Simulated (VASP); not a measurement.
# Ta2N (C2/m) in VASP: further runs

The runs below take Ta2N through single point, with PBEsol.

All numbers are computed with VASP 6.6.1; they aren't measurements. Logs are shortened: lines on timing, memory, paths and dates and some standing lists are left out, and cuts for length are marked.

### 1 The cell of the first run

It takes space group C2/m (No. 12, monoclinic). Conventional cell: a = 5.332 Å, b = 3.079 Å, c = 4.823 Å, α = 90.00°, β = 90.00°, γ = 90.00°. Within 2.8 Å of Ta (site symmetry m) lie 3 N at 2.08 to 2.33 Å and 1 Ta at 2.75 Å. Within 2.8 Å of N (site symmetry 2/m) lie 6 Ta at 2.08 to 2.33 Å.

### 2 Single point, PBEsol (mode 4 (105.5 1/cm) frozen in, largest displacement +0.200 Å)

INCAR reads:

```
SYSTEM = Ta2N
PREC = Accurate
ENCUT = 520
EDIFF = 1E-6
ISMEAR = 0
SIGMA = 0.15
LREAL = .FALSE.
LASPH = .TRUE.
NELM = 80
ALGO = Normal
ISIF = 2
LWAVE = .FALSE.
LCHARG = .FALSE.
GGA = PS
NBANDS = 20
```

KPOINTS reads:

```
Automatic mesh
0
G
  18 18 10
  0 0 0
```

POSCAR reads:

```
Ta2N
1.0
    3.0786153869      0.0000000000      0.0000000000
   -1.5393076935      2.6661591336      0.0000000000
    0.0000000000      0.0000000000      4.8232571780
Ta N
2 1
Direct
    0.6291595281      0.2583190562      0.7462554481
    0.3708404719      0.7416809438      0.2537445519
    0.0000000000      0.0000000000      0.0000000000
```

Potentials or basis: VASP PAW PBE potentials, release 64 (Ta_pv, N).

Started as:

```bash
> cat potpaw_PBE.64/Ta_pv/POTCAR potpaw_PBE.64/N/POTCAR > POTCAR
> mpirun -np 1 vasp_std > vasp.out
```

OUTCAR:

```text
SYSTEM = Ta2N
   PREC = Accurate
   ENCUT = 520
   EDIFF = 1E-6
   ISMEAR = 0
   LREAL = .FALSE.
   LASPH = .TRUE.
   NELM = 80
   ISIF = 2
   GGA = PS

 ion  position               nearest neighbor table
   1  0.629  0.258  0.746-   3 2.08   3 2.08   3 2.33   2 2.75   2 2.81   2 3.11   2 3.11   2 3.17
                             2 3.17
   2  0.371  0.742  0.254-   3 2.08   3 2.08   3 2.33   1 2.75   1 2.81   1 3.11   1 3.11   1 3.17
                             1 3.17
   3  0.000  0.000  0.000-   1 2.08   2 2.08   2 2.08   1 2.08   1 2.33   2 2.33

  LATTYP: Found a hexagonal cell.
 ALAT       =     3.0786153869
 C/A-ratio  =     1.5666968984

  Lattice vectors:

 A1 = (   3.0786153869,   0.0000000000,   0.0000000000)
 A2 = (  -1.5393076935,   2.6661591336,   0.0000000000)
 A3 = (   0.0000000000,   0.0000000000,   4.8232571780)

Analysis of symmetry for initial positions (statically):
=====================================================================
 Subroutine PRICEL returns:
 Original cell was already a primitive cell.

 Routine SETGRP: Setting up the symmetry group for a
 hexagonal supercell.

 Subroutine GETGRP returns: Found  4 space group operations
 (whereof  4 operations were pure point group operations)
 out of a pool of 24 trial point group operations.

The static configuration has the point symmetry C_2h.

Analysis of symmetry for dynamics (positions and initial velocities):
=====================================================================
 Subroutine PRICEL returns:
 Original cell was already a primitive cell.

 Routine SETGRP: Setting up the symmetry group for a
 hexagonal supercell.

 Subroutine GETGRP returns: Found  4 space group operations
 (whereof  4 operations were pure point group operations)
 out of a pool of 24 trial point group operations.

The dynamic configuration has the point symmetry C_2h.

 Subroutine INISYM returns: Found  4 space group operations
 (whereof  4 operations are pure point group operations),
 and found     1 'primitive' translations

----------------------------------------------------------------------------------------

                                     Primitive cell

  volume of cell :      39.5897

  direct lattice vectors                    reciprocal lattice vectors
     3.078615387  0.000000000  0.000000000     0.324821348  0.187535693  0.000000000
    -1.539307694  2.666159134  0.000000000     0.000000000  0.375071385  0.000000000
     0.000000000  0.000000000  4.823257178     0.000000000  0.000000000  0.207328775

  length of vectors
     3.078615387  3.078615387  4.823257178     0.375071385  0.375071385  0.207328775

  position of ions in fractional coordinates (direct lattice)
     0.629159528  0.258319056  0.746255448
     0.370840472  0.741680944  0.253744552
     0.000000000  0.000000000  0.000000000

  ion indices of the primitive-cell ions
   primitive index   ion index
                 1           1
                 2           2
                 3           3

----------------------------------------------------------------------------------------

 KPOINTS: Automatic mesh

Automatic generation of k-mesh.
 Grid dimensions read from file:
 generate k-points for:   18   18   10

 Generating k-lattice:

  Cartesian coordinates                     Fractional coordinates (reciprocal lattice)
     0.018045630  0.010418650  0.000000000     0.055555556  0.000000000  0.000000000
     0.000000000  0.020837299  0.000000000     0.000000000  0.055555556  0.000000000
     0.000000000  0.000000000  0.020732877     0.000000000  0.000000000  0.100000000

  Length of vectors
     0.020837299  0.020837299  0.020732877

  Shift w.r.t. Gamma in fractional coordinates (k-lattice)
     0.000000000  0.000000000  0.000000000

 Subroutine IBZKPT returns following result:
 ===========================================

 Found    866 irreducible k-points:

 Following reciprocal coordinates:
            Coordinates               Weight
  0.000000  0.000000  0.000000      1.000000
  0.055556  0.000000  0.000000      4.000000
  0.000000  0.055556  0.000000      2.000000
  0.111111  0.000000  0.000000      4.000000
  0.000000  0.111111  0.000000      2.000000
  0.166667  0.000000  0.000000      4.000000
[... 16 lines left out ...]
 -0.055556  0.166667  0.000000      4.000000
 -0.166667  0.111111  0.000000      4.000000
 [... further k-points ...]
   k-points           NKPTS =    866   k-points in BZ     NKDIM =    866   number of bands    NBANDS=     20
   number of dos      NEDOS =    301   number of ions     NIONS =      3
   total plane-waves  NPLWV =  20736
   dimension x,y,z NGX =    24 NGY =   24 NGZ =   36
   dimension x,y,z NGXF=    48 NGYF=   48 NGZF=   72
   ions per type =               2   1
   NGX,Y,Z   is equivalent  to a cutoff of  12.96, 12.96, 12.41 a.u.
   NGXF,Y,Z  is equivalent  to a cutoff of  25.92, 25.92, 24.82 a.u.
 SYSTEM =  Ta2N
   PREC   = accura    normal or accurate (medium, high low for compatibility)
   ISTART =      0    job   : 0-new  1-cont  2-samecut
   ICHARG =      2    charge: 1-file 2-atom 10-const
   ISPIN  =      1    spin polarized calculation?
   LNONCOLLINEAR =      F non collinear calculations
   LSORBIT =      F    spin-orbit coupling
   LASPH  =      T    aspherical Exc in radial PAW
   ENCUT  =  520.0 eV  38.22 Ry    6.18 a.u.   5.72  5.72  8.97*2*pi/ulx,y,z
   NELM   =     80;   NELMIN=  2; NELMDL= -5     # of ELM steps
   EDIFF  = 0.1E-05   stopping-criterion for ELM
   LREAL  =      F    real-space projection
   EDIFFG = 0.1E-04   stopping-criterion for IOM
   NSW    =      0    number of steps for IOM
   IBRION =     -1    ionic relax: 0-MD 1-quasi-New 2-CG
   NFREE  =      0    steps in history (QN), initial steepest desc. (CG)
   ISIF   =      2    stress and relaxation
   ISYM   =      2    0-nonsym 1-usesym 2-fastsym
   POTIM  = 0.5000    time-step for ionic-motion
   TEBEG  =    0.0;   TEEND  =   0.0 temperature during run
   PSTRESS=    0.0 pullay stress
   NELECT =      27.0000    total number of electrons
   NUPDOWN=      -1.0000    fix difference up-down
   EMIN   =  10.00;   EMAX   =-10.00  energy-range for DOS
   EFERMI =   0.00;   METHOD = LEGACY
   ISMEAR =     0;   SIGMA  =   0.15  broadening in eV -4-tet -1-fermi 0-gaus
   EFERMI_NEDOS =   21; number of points for ismear=-14 and -15
   IALGO  =     38    algorithm
   IMIX   =      4    mixing-type and parameters
     AMIX     =   0.40;   BMIX     =  1.00
     AMIX_MAG =   1.60;   BMIX_MAG =  1.00
  volume/ion in A,a.u.               =      13.20        89.05
  Fermi-wavevector in a.u.,A,eV,Ry     =   1.441016  2.723125 28.252863  2.076527
  Thomas-Fermi vector in A             =   2.559695
   LORBIT       =      0    0 simple, 1 ext, 2 COOP (PROOUT), +10 PAW based schemes
   GGA     = PS    functional components
   LHFCALC =     F    Hartree Fock is set to
   AEXX    =    0.0000 exact exchange contribution
   IVDW    =     0    specifies the selected vdW correction
   LEPSILON=     F    determine dielectric tensor
   LRPA    =     F    only Hartree local field effects (RPA)
 non-spin polarized calculation
 Gauss-broadening in eV      SIGMA  =   0.15
  energy-cutoff  :      520.00
  volume of cell :       39.59
 maximum number of plane-waves:      1086
   NGX = 11   NGY = 11   NGZ = 17

 number of electron      26.9999998 magnetization

 Free energy of the ion-electron system (eV)
  ---------------------------------------------------
  ext. energy  EPLUGINS =         0.00000000
  ---------------------------------------------------
  free energy    TOTEN  =       -36.17581509 eV

  energy without entropy =      -36.16170718  energy(sigma->0) =      -36.16876113

 E-fermi :   7.4477     XC(G=0): -13.1225

 val. band max:        7.4453816885   @ k =  -0.2778  -0.0556   0.4000
 cond. band min:       7.4491075325   @ k =   0.1667  -0.1111   0.4000
 fundamental gap:      0.0037258440
 Fermi energy:         7.4476805376

 k-point     1 :       0.0000    0.0000    0.0000
  band No.  band energies     occupation
      1     -28.1192      2.00000
      2     -27.2560      2.00000
      3     -27.1775      2.00000
      4     -27.1504      2.00000
      5     -27.0299      2.00000
      6     -26.8623      2.00000
[... 12 lines left out ...]
     19      10.1378      0.00000
     20      12.9586      0.00000

 k-point     2 :       0.0556    0.0000    0.0000
  band No.  band energies     occupation
      1     -28.1105      2.00000
      2     -27.2663      2.00000
      3     -27.1995      2.00000
      4     -27.1636      2.00000
      5     -27.0365      2.00000
      6     -26.8647      2.00000
[... 12 lines left out ...]
     19      10.4907      0.00000
     20      12.9083      0.00000

 k-point     3 :       0.0000    0.0556    0.0000
  band No.  band energies     occupation
      1     -28.1083      2.00000
      2     -27.2746      2.00000
      3     -27.1953      2.00000
      4     -27.1417      2.00000
      5     -27.0516      2.00000
      6     -26.8682      2.00000
[... 12 lines left out ...]
     19      10.1328      0.00000
     20      12.6583      0.00000

 k-point     4 :       0.1111    0.0000    0.0000
  band No.  band energies     occupation
      1     -28.0852      2.00000
      2     -27.3081      2.00000
      3     -27.2507      2.00000
      4     -27.2023      2.00000
      5     -27.0536      2.00000
      6     -26.8718      2.00000
[... 429 lines left out ...]
 k-point    23 :      -0.0556    0.1667    0.0000
  band No.  band energies     occupation
      1     -28.0479      2.00000
      2     -27.3700      2.00000
      3     -27.2773      2.00000
      4     -27.1554      2.00000
      5     -27.1375      2.00000
      6     -26.8987      2.00000
[... 12 lines left out ...]
     19      10.7158      0.00000
     20      12.1474      0.00000

 k-point    24 :      -0.1667    0.1111    0.0000
  band No.  band energies     occupation
      1     -28.0649      2.00000
      2     -27.3594      2.00000
      3     -27.2770      2.00000
      4     -27.2649      2.00000
      5     -27.0560      2.00000
      6     -26.8729      2.00000
[... 12 lines left out ...]
     19      11.8209      0.00000
     20      13.0150      0.00000

 [... further k-points ...]

------------------------ aborting loop because EDIFF is reached ----------------------------------------

  FORCE on cell =-STRESS in cart. coord.  units (eV):
  Direction    XX          YY          ZZ          XY          YZ          ZX
  --------------------------------------------------------------------------------------
  -------------------------------------------------------------------------------------
  Total        0.9080178      1.4004443      2.6929891     -0.0000000     -1.1445482      0.0000000
  in kB       36.7470965     56.6753886    108.9841280     -0.0000000    -46.3193811      0.0000000
  external PRESSURE =      67.4688710 kB  Pullay stress =       0.0000000 kB

 VOLUME and BASIS-vectors are now :
 -----------------------------------------------------------------------------
  energy-cutoff  :      520.00
  volume of cell :       39.59
      direct lattice vectors                 reciprocal lattice vectors
     3.078615387  0.000000000  0.000000000     0.324821348  0.187535693  0.000000000
    -1.539307694  2.666159134  0.000000000     0.000000000  0.375071385  0.000000000
     0.000000000  0.000000000  4.823257178     0.000000000  0.000000000  0.207328775

 POSITION                                       TOTAL-FORCE (eV/Angst)
 -----------------------------------------------------------------------------------
      1.53931      0.68872      3.59938        -0.000000      1.720903     -0.673789
     -0.00000      1.97744      1.22388         0.000000     -1.720903      0.673789
      0.00000      0.00000      0.00000         0.000000      0.000000      0.000000
 -----------------------------------------------------------------------------------
    total drift:                                0.000000     -0.000000     -0.000000

  FREE ENERGIE OF THE ION-ELECTRON SYSTEM (eV)
  ---------------------------------------------------
  free  energy   TOTEN  =       -36.1758150916 eV

  energy  without entropy=      -36.1617071780  energy(sigma->0) =      -36.16876113
```

It took 5.6 min on 1 thread of Intel Xeon Platinum 8259CL at 2.50GHz (Skylake/Cascade Lake), shared host; peak memory 0.66 GiB.

What came out:

```yaml
Free_energy: -36.1758 eV
Pressure: 6.7 GPa
Largest_force: 1.848 eV/Å
```

Forces on the atoms (eV/Å):
```
Ta   0.000  1.721 -0.674
Ta   0.000 -1.721  0.674
N    0.000  0.000  0.000
```

Levels at points of the mesh, in eV from the Fermi level:
```
           k point  band 9  band 10  band 11  band 12  band 13  band 14  band 15  band 16  band 17  band 18
(0.00, 0.00, 0.00)   -6.36    -5.87    -4.83    -1.38    -0.51    -0.11     0.30     0.61     0.74     1.59
(0.50, 0.00, 0.00)   -6.42    -6.02    -4.54    -2.51    -0.97     0.78     2.83     2.88     3.87     4.14
(0.00, 0.50, 0.00)   -6.92    -6.83    -4.19    -2.26    -1.72     2.47     2.83     3.80     4.05     4.14
(0.00, 0.00, 0.50)   -6.60    -5.80    -3.03    -2.59    -1.15    -0.86     1.12     1.78     2.14     2.83
(0.50, 0.00, 0.50)   -6.70    -5.79    -3.64    -2.21    -1.79    -0.28     1.53     3.06     4.20     4.24
(0.00, 0.50, 0.50)   -7.11    -6.57    -3.26    -2.24    -1.66     0.95     1.02     3.87     4.27     4.66
```

Caveat: the cell differs from its parent crystal (mode 4 (105.5 1/cm) frozen in, largest displacement +0.200 Å); the PAW data sets were made with another functional, which shifts forces and pressure a little; spin-orbit coupling is left out, which moves the levels of the heavy elements.

[end of part 1 of 3]
